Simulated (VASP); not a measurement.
Here is a VASP 6.6.1 calculation.

INCAR

```
SYSTEM = H2C18O
ALGO = Normal ; EDIFF = 1E-6
ENCUT = 520 ; GGA = PE
ISIF = 2 ; ISMEAR = -1
IVDW = 12 ; LASPH = .True.
LCHARG = .True. ; LELF = .True.
LREAL = Auto ; LVHAR = .True.
LWAVE = .False. ; NBANDS = 56
NELM = 100 ; PREC = Accurate
SIGMA = 0.05
```

KPOINTS

```
k-points
0
Gamma
  2 2 1
  0 0 0
```

POSCAR

```
H2C18O
1.0
    7.3980000000      0.0000000000      0.0000000000
   -3.6990000000      6.4068560000      0.0000000000
    0.0000000000      0.0000000000     13.0000000000
C O H
18 1 2
Direct
   -0.0006807204     -0.0037269450      0.0579902308
    0.2220157705      0.1078474372      0.0580390000
   -0.0002642117      0.3298397841      0.0581281538
    0.2216862150      0.4409371773      0.0581280000
   -0.0005352524      0.6627497169      0.0578070769
    0.2217876398      0.7739732249      0.0578533846
    0.3331196750     -0.0033832507      0.0580235385
    0.5551928467      0.1077384914      0.0581756154
    0.3329968023      0.3295380761      0.0581650000
    0.5552240733      0.4407960785      0.0581765385
    0.3327752319      0.6628767683      0.0580463846
    0.5554917304      0.7744289867      0.0581176923
    0.6663717876     -0.0038279306      0.0581553077
    0.8885663183      0.1074508308      0.0581504615
    0.6660893840      0.3297053968      0.0581730769
    0.8887716745      0.4411051224      0.0580463846
    0.6664439883      0.6631712965      0.0581102308
    0.8883464957      0.7743080225      0.0579106154
    0.1622845848      0.8162917974      0.3126106154
    0.2501811244      0.9405131003      0.3526530769
    0.2266413328      0.8485257043      0.2449246154
```

Potentials or basis: VASP PAW PBE potentials, release 64 (C, O, H).

Launch:

```sh
$ cat potpaw_PBE.64/C/POTCAR potpaw_PBE.64/O/POTCAR potpaw_PBE.64/H/POTCAR > POTCAR
$ mpirun -np 1 vasp_std > vasp.out
```

(1) What does it give for the largest force?

(2) What does it give for the dispersion energy per atom?

Answers

(1) 0.121 eV/Å.

(2) -0.082 eV.

Caveat: the k points lie up to 0.49 Å⁻¹ apart; there is no dipole correction, which matters where the two faces differ.
